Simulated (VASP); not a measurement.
Runs of VASP 6.6.1 on Si. The structure is cubic, space group Fd-3m (No. 227). The conventional cell has a = 5.430 Å, b = 5.430 Å, c = 5.430 Å, α = 90.00°, β = 90.00°, γ = 90.00°. Si (site symmetry -43m) has 4 Si at 2.35 Å within 3.1 Å. 

| cell | gap on the mesh (eV) | pressure (GPa) |
| --- | --- | --- |
| relaxed | 0.51 | 0.0 |
| relaxed to 5 GPa | 0.43 | 5.0 |
| relaxed to 10 GPa | (a) | 10.0 |
| relaxed to 20 GPa | 0.22 | 20.0 |

Alike in all rows: task relaxation of cell and atoms; level PBEsol; potentials or basis VASP PAW PBE potentials, release 64 (Si); no spin polarisation; k mesh 8 × 8 × 8; cutoff (eV) 500; smearing fermi-dirac 0.02 eV.

Estimate the missing entries.

(a) 0.35.

Caveats: semilocal functionals underestimate gaps, and a narrow one can read as zero; the PAW data sets were made with another functional, which shifts forces and pressure a little; the cell is relaxed towards a set pressure, so the run minimises the enthalpy, not the energy (at least some runs).

A k mesh can miss the band edges.
